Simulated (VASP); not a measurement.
Crystal: Cd2S.

```xyz
3
Lattice="3.8042 0.0000 0.0000 -1.9021 3.2945 0.0000 0.0000 0.0000 5.8092" Properties=species:S:1:pos:R:3 pbc="T T T"
Cd    0.0000    2.1963    5.4183
Cd    1.9021    1.0982    3.3620
S     0.0000    2.1963    2.1245
```

Base run:

```yaml
Program: VASP 6.6.1
Functional: PBEsol
Potentials_or_basis: VASP PAW PBE potentials, release 64 (Cd, S)
Cutoff: 520 eV
k_mesh: 7 × 7 × 4
Occupations: fermi-dirac, width 0.05 eV
Spin: no spin polarisation
```

Its results: band gap on the k mesh 0.61 eV, indirect (least direct gap 0.96 eV); pressure 0.3 GPa; largest force 0.344 eV/Å.

The run is repeated on the same cell with these changes: k mesh from 7 × 7 × 4 to 8 × 8 × 5; further incar settings from ALGO = Normal; EDIFF = 1e-06; NBANDS = 22 to ALGO = Normal; EDIFF = 1e-07; NBANDS = 22. What comes out?

Band gap on the k mesh 0.16 eV, indirect (least direct gap 0.60 eV); pressure 0.5 GPa; largest force 0.325 eV/Å.

Caveats: the PAW data sets were made with another functional, which shifts forces and pressure a little.

A k mesh can miss the band edges.
